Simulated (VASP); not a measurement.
# V (Im-3m) in VASP: notebook

The runs below take V through single point, with r2SCAN.

All numbers are computed with VASP 6.6.1; they aren't measurements. Logs are shortened: lines on timing, memory, paths and dates and some standing lists are left out, and cuts for length are marked.

### Step 1. The cell of the first run

The structure is cubic, space group Im-3m (No. 229). The conventional cell has a = 2.984 Å, b = 2.984 Å, c = 2.984 Å, α = 90.00°, β = 90.00°, γ = 90.00°. Within 3.4 Å of V (site symmetry m-3m) lie 14 V at 2.58 to 2.98 Å.

### Step 2. Single point, r2SCAN

File POSCAR:

```
V
1.0
   -1.4917693513      1.4917693513      1.4917693513
    1.4917693513     -1.4917693513      1.4917693513
    1.4917693513      1.4917693513     -1.4917693513
V
1
Direct
    0.0000000000      0.0000000000      0.0000000000
```

File INCAR.step1:

```
  ALGO = Normal
  EDIFF = 1E-4
  ENCUT = 520
  GGA = PE
  ISMEAR = 0
  LASPH = T
  LCHARG = F
  LREAL = F
  LWAVE = T
  NBANDS = 12
  NELM = 100
  PREC = Accurate
  SIGMA = 1.0
```

File INCAR.step2:

```
  ALGO = Normal
  EDIFF = 1E-7
  ENCUT = 520
  ISIF = 2
  ISMEAR = 0
  ISTART = 1
  LASPH = T
  LCHARG = F
  LMIXTAU = T
  LREAL = F
  LWAVE = F
  METAGGA = R2SCAN
  NBANDS = 12
  NELM = 100
  PREC = Accurate
  SIGMA = 1.0
```

File KPOINTS:

```
k-points
0
Gamma
  15 15 15
```

Potentials or basis: VASP PAW PBE potentials, release 64 (V_sv).

Run with:

```bash
cat potpaw_PBE.64/V_sv/POTCAR > POTCAR
cp INCAR.step1 INCAR
mpirun -np 1 vasp_std > vasp.out
cp INCAR.step2 INCAR
mpirun -np 1 vasp_std > vasp.out
```

OUTCAR:

```text
EDIFF = 1E-7
   ENCUT = 520
   ISIF = 2
   ISMEAR = 0
   ISTART = 1
   LASPH = T
   LREAL = F
   METAGGA = R2SCAN
   NELM = 100
   PREC = Accurate

 ion  position               nearest neighbor table
   1  0.000  0.000  0.000-

  LATTYP: Found a body centered cubic cell.
 ALAT       =     2.9835387026

  Lattice vectors:

 A1 = (  -1.4917693513,   1.4917693513,   1.4917693513)
 A2 = (   1.4917693513,  -1.4917693513,   1.4917693513)
 A3 = (   1.4917693513,   1.4917693513,  -1.4917693513)

Analysis of symmetry for initial positions (statically):
=====================================================================
 Subroutine PRICEL returns:
 Original cell was already a primitive cell.

 Routine SETGRP: Setting up the symmetry group for a
 body centered cubic supercell.

 Subroutine GETGRP returns: Found 48 space group operations
 (whereof 48 operations were pure point group operations)
 out of a pool of 48 trial point group operations.

The static configuration has the point symmetry O_h .

Analysis of symmetry for dynamics (positions and initial velocities):
=====================================================================
 Subroutine PRICEL returns:
 Original cell was already a primitive cell.

 Routine SETGRP: Setting up the symmetry group for a
 body centered cubic supercell.

 Subroutine GETGRP returns: Found 48 space group operations
 (whereof 48 operations were pure point group operations)
 out of a pool of 48 trial point group operations.

The dynamic configuration has the point symmetry O_h .

 Subroutine INISYM returns: Found 48 space group operations
 (whereof 48 operations are pure point group operations),
 and found     1 'primitive' translations

----------------------------------------------------------------------------------------

                                     Primitive cell

  volume of cell :      13.2790

  direct lattice vectors                    reciprocal lattice vectors
    -1.491769351  1.491769351  1.491769351     0.000000000  0.335172458  0.335172458
     1.491769351 -1.491769351  1.491769351     0.335172458  0.000000000  0.335172458
     1.491769351  1.491769351 -1.491769351     0.335172458  0.335172458  0.000000000

  length of vectors
     2.583820310  2.583820310  2.583820310     0.474005436  0.474005436  0.474005436

  position of ions in fractional coordinates (direct lattice)
     0.000000000  0.000000000  0.000000000

  ion indices of the primitive-cell ions
   primitive index   ion index
                 1           1

----------------------------------------------------------------------------------------

 KPOINTS: k-points

Automatic generation of k-mesh.
 Grid dimensions read from file:
 generate k-points for:   15   15   15

 Generating k-lattice:

  Cartesian coordinates                     Fractional coordinates (reciprocal lattice)
     0.000000000  0.022344831  0.022344831     0.066666667  0.000000000  0.000000000
     0.022344831  0.000000000  0.022344831     0.000000000  0.066666667  0.000000000
     0.022344831  0.022344831  0.000000000     0.000000000  0.000000000  0.066666667

  Length of vectors
     0.031600362  0.031600362  0.031600362

  Shift w.r.t. Gamma in fractional coordinates (k-lattice)
     0.000000000  0.000000000  0.000000000

 Subroutine IBZKPT returns following result:
 ===========================================

 Found    120 irreducible k-points:

 Following reciprocal coordinates:
            Coordinates               Weight
  0.000000  0.000000  0.000000      1.000000
  0.066667  0.000000  0.000000     12.000000
  0.133333  0.000000  0.000000     12.000000
  0.200000  0.000000  0.000000     12.000000
  0.266667  0.000000  0.000000     12.000000
  0.333333  0.000000  0.000000     12.000000
[... 16 lines left out ...]
  0.333333  0.200000  0.000000     48.000000
  0.400000  0.200000  0.000000     24.000000
 [... further k-points ...]
   k-points           NKPTS =    120   k-points in BZ     NKDIM =    120   number of bands    NBANDS=     12
   number of dos      NEDOS =    301   number of ions     NIONS =      1
   total plane-waves  NPLWV =   8000
   dimension x,y,z NGX =    20 NGY =   20 NGZ =   20
   dimension x,y,z NGXF=    40 NGYF=   40 NGZF=   40
   ions per type =               1
   NGX,Y,Z   is equivalent  to a cutoff of  12.87, 12.87, 12.87 a.u.
   NGXF,Y,Z  is equivalent  to a cutoff of  25.74, 25.74, 25.74 a.u.
 SYSTEM =  unknown system
   PREC   = accura    normal or accurate (medium, high low for compatibility)
   ISTART =      1    job   : 0-new  1-cont  2-samecut
   ICHARG =      0    charge: 1-file 2-atom 10-const
   ISPIN  =      1    spin polarized calculation?
   LNONCOLLINEAR =      F non collinear calculations
   LSORBIT =      F    spin-orbit coupling
   LASPH  =      T    aspherical Exc in radial PAW
   ENCUT  =  520.0 eV  38.22 Ry    6.18 a.u.   4.80  4.80  4.80*2*pi/ulx,y,z
   NELM   =    100;   NELMIN=  2; NELMDL=  0     # of ELM steps
   EDIFF  = 0.1E-06   stopping-criterion for ELM
   LREAL  =      F    real-space projection
   EDIFFG = 0.1E-05   stopping-criterion for IOM
   NSW    =      0    number of steps for IOM
   IBRION =     -1    ionic relax: 0-MD 1-quasi-New 2-CG
   NFREE  =      0    steps in history (QN), initial steepest desc. (CG)
   ISIF   =      2    stress and relaxation
   ISYM   =      2    0-nonsym 1-usesym 2-fastsym
   POTIM  = 0.5000    time-step for ionic-motion
   TEBEG  =    0.0;   TEEND  =   0.0 temperature during run
   PSTRESS=    0.0 pullay stress
   NELECT =      13.0000    total number of electrons
   NUPDOWN=      -1.0000    fix difference up-down
   EMIN   =  10.00;   EMAX   =-10.00  energy-range for DOS
   EFERMI =   0.00;   METHOD = LEGACY
   ISMEAR =     0;   SIGMA  =   1.00  broadening in eV -4-tet -1-fermi 0-gaus
   EFERMI_NEDOS =   21; number of points for ismear=-14 and -15
   IALGO  =     38    algorithm
   IMIX   =      4    mixing-type and parameters
     AMIX     =   0.40;   BMIX     =  1.00
     AMIX_MAG =   1.60;   BMIX_MAG =  1.00
  volume/ion in A,a.u.               =      13.28        89.61
  Fermi-wavevector in a.u.,A,eV,Ry     =   1.625552  3.071848 35.952309  2.642420
  Thomas-Fermi vector in A             =   2.718657
   LORBIT       =      0    0 simple, 1 ext, 2 COOP (PROOUT), +10 PAW based schemes
   METAGGA = R2SCAN    functional components
   LHFCALC =     F    Hartree Fock is set to
   AEXX    =    0.0000 exact exchange contribution
   IVDW    =     0    specifies the selected vdW correction
   LEPSILON=     F    determine dielectric tensor
   LRPA    =     F    only Hartree local field effects (RPA)
 non-spin polarized calculation
 Gauss-broadening in eV      SIGMA  =   1.00
  energy-cutoff  :      520.00
  volume of cell :       13.28
 maximum number of plane-waves:       370
   NGX =  9   NGY =  9   NGZ =  9

 number of electron      12.9999992 magnetization

 Free energy of the ion-electron system (eV)
  ---------------------------------------------------
  ext. energy  EPLUGINS =         0.00000000
  ---------------------------------------------------
  free energy    TOTEN  =       -14.47759316 eV

  energy without entropy =      -13.85048530  energy(sigma->0) =      -14.16403923

 E-fermi :  10.0522     XC(G=0): -14.1468

 val. band max:       10.0489790125   @ k =   0.1333   0.0000   0.0000
 cond. band min:      10.0587965158   @ k =  -0.1333   0.2000   0.0667
 fundamental gap:      0.0098175032
 Fermi energy:        10.0521807925

 k-point     1 :       0.0000    0.0000    0.0000
  band No.  band energies     occupation
      1     -56.4016      2.00000
      2     -28.5307      2.00000
      3     -28.5306      2.00000
      4     -28.5306      2.00000
      5       2.7539      2.00000
      6      10.3604      0.66293
      7      10.3604      0.66289
      8      10.3604      0.66289
      9      12.5987      0.00032
     10      12.5987      0.00032
     11      31.1945      0.00000
     12      31.1945      0.00000

 k-point     2 :       0.0667    0.0000    0.0000
  band No.  band energies     occupation
      1     -56.3922      2.00000
      2     -28.5752      2.00000
      3     -28.5440      2.00000
      4     -28.5310      2.00000
      5       2.9446      2.00000
      6      10.2773      0.75018
      7      10.3402      0.68373
      8      10.4951      0.53105
      9      12.5025      0.00053
     10      12.6035      0.00031
     11      30.8654      0.00000
     12      31.1667      0.00000

 k-point     3 :       0.1333    0.0000    0.0000
  band No.  band energies     occupation
      1     -56.3657      2.00000
      2     -28.7001      2.00000
      3     -28.5817      2.00000
      4     -28.5320      2.00000
      5       3.4938      2.00000
      6      10.0490      1.00361
      7      10.2445      0.78558
      8      10.8872      0.23764
      9      12.3055      0.00144
     10      12.6223      0.00028
     11      29.8800      0.00000
     12      30.8966      0.00000
[... 286 lines left out ...]
 k-point    23 :       0.3333    0.2000    0.0000
  band No.  band energies     occupation
      1     -56.1727      2.00000
      2     -29.3755      2.00000
      3     -28.9492      2.00000
      4     -28.6264      2.00000
      5       7.3847      1.99984
      6       8.7343      1.93765
      7       9.5802      1.49553
      8      12.4339      0.00076
      9      13.1267      0.00001
     10      15.9975      0.00000
     11      21.3923      0.00000
     12      24.1709      0.00000

 k-point    24 :       0.4000    0.2000    0.0000
  band No.  band energies     occupation
      1     -56.1649      2.00000
      2     -29.3915      2.00000
      3     -28.9758      2.00000
      4     -28.6283      2.00000
      5       7.3925      1.99983
      6       8.7363      1.93725
      7       9.7106      1.37092
      8      12.5019      0.00053
      9      13.1652      0.00001
     10      16.5882      0.00000
     11      20.5000      0.00000
     12      23.9599      0.00000

 [... further k-points ...]
[... 5 lines left out ...]
  --------------------------------------------------------------------------------------
  -------------------------------------------------------------------------------------
  Total        0.3927605      0.3927605      0.3927605     -0.0000000     -0.0000000      0.0000000
  in kB       47.3885398     47.3885398     47.3885398     -0.0000000     -0.0000000      0.0000000
  external PRESSURE =      47.3885398 kB  Pullay stress =       0.0000000 kB

 VOLUME and BASIS-vectors are now :
 -----------------------------------------------------------------------------
  energy-cutoff  :      520.00
  volume of cell :       13.28
      direct lattice vectors                 reciprocal lattice vectors
    -1.491769351  1.491769351  1.491769351     0.000000000  0.335172458  0.335172458
     1.491769351 -1.491769351  1.491769351     0.335172458  0.000000000  0.335172458
     1.491769351  1.491769351 -1.491769351     0.335172458  0.335172458  0.000000000

 POSITION                                       TOTAL-FORCE (eV/Angst)
 -----------------------------------------------------------------------------------
      0.00000      0.00000      0.00000         0.000000     -0.000000     -0.000000
 -----------------------------------------------------------------------------------
    total drift:                                0.000000     -0.000000      0.000000

  FREE ENERGIE OF THE ION-ELECTRON SYSTEM (eV)
  ---------------------------------------------------
  free  energy   TOTEN  =       -14.4775931603 eV

  energy  without entropy=      -13.8504852986  energy(sigma->0) =      -14.16403923
```

Run time: 43 s. Hardware: 1 thread of AMD EPYC 9R45 (Zen 5), shared host; peak memory 0.11 GiB.

What came out:

* Free energy: -14.4776 eV
* Pressure: 4.7 GPa

Levels at points of the mesh, in eV from the Fermi level:
```
           k point  band 5  band 6  band 7  band 8  band 9  band 10
(0.00, 0.00, 0.00)   -7.30    0.31    0.31    0.31    2.55     2.55
```

Caveat: the PAW data sets were made with another functional, which shifts forces and pressure a little.

[end of part 1 of 2]
